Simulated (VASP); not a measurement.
Write the native input for VASP 6.6.1 that does the following.

```yaml
Task: single point
Functional: PBE
Potentials_or_basis: VASP PAW PBE potentials, release 64 (Sn_d, Te)
Cutoff: 520 eV
k_mesh: 4 × 4 × 4
Occupations: gaussian, width 0.001 eV
Spin: no spin polarisation
Dipole_correction: no
Further_INCAR_settings: ALGO = Normal; EDIFF = 1e-06; NBANDS = 35
```

The structure of SnTe2 lies in POSCAR:

```
SnTe2
1.0
    6.9585660197      0.0000000000      0.0000000000
    0.0000000000      6.9585660197      0.0000000000
    0.0000000000      0.0000000000      4.4179125098
Sn Te
2 4
Direct
    0.0000000000      0.0000000000      0.0000000000
    0.5000000000      0.5000000000      0.5000000000
    0.3023537661      0.3023537661      0.0000000000
    0.1976462339      0.8023537661      0.5000000000
    0.8023537661      0.1976462339      0.5000000000
    0.6976462339      0.6976462339      0.0000000000
```

The input as run:

INCAR

```
SYSTEM = SnTe2
  PREC = Accurate
  ENCUT = 520
  EDIFF = 1E-6
  ISMEAR = 0
  SIGMA = 0.001
  LREAL = .False.
  LASPH = .True.
  NELM = 100
  ALGO = Normal
  ISIF = 2
  LWAVE = .False.
  LCHARG = .False.
  GGA = PE
  NBANDS = 35
```

KPOINTS

```
regular mesh
0
Gamma
  4 4 4
  0 0 0
```

Potentials or basis: VASP PAW PBE potentials, release 64 (Sn_d, Te).

Run with:

```console
$ cat potpaw_PBE.64/Sn_d/POTCAR potpaw_PBE.64/Te/POTCAR > POTCAR
$ mpirun -np 1 vasp_std > vasp.out
```

It gave:

```json
{
 "Pressure": "1.3 GPa",
 "Largest force": "0.131 eV/Å",
 "Band gap on the k mesh": "zero (band 26 reaches 4.71 eV, above the bottom of band 27 at 4.60 eV)"
}
```

Caveat: spin-orbit coupling is left out, which moves the levels of the heavy elements.

Run time: 60 s on 1 thread of Intel(R) Xeon(R) 6975P-C (Granite Rapids) (shared host), peak memory 0.36 GiB.
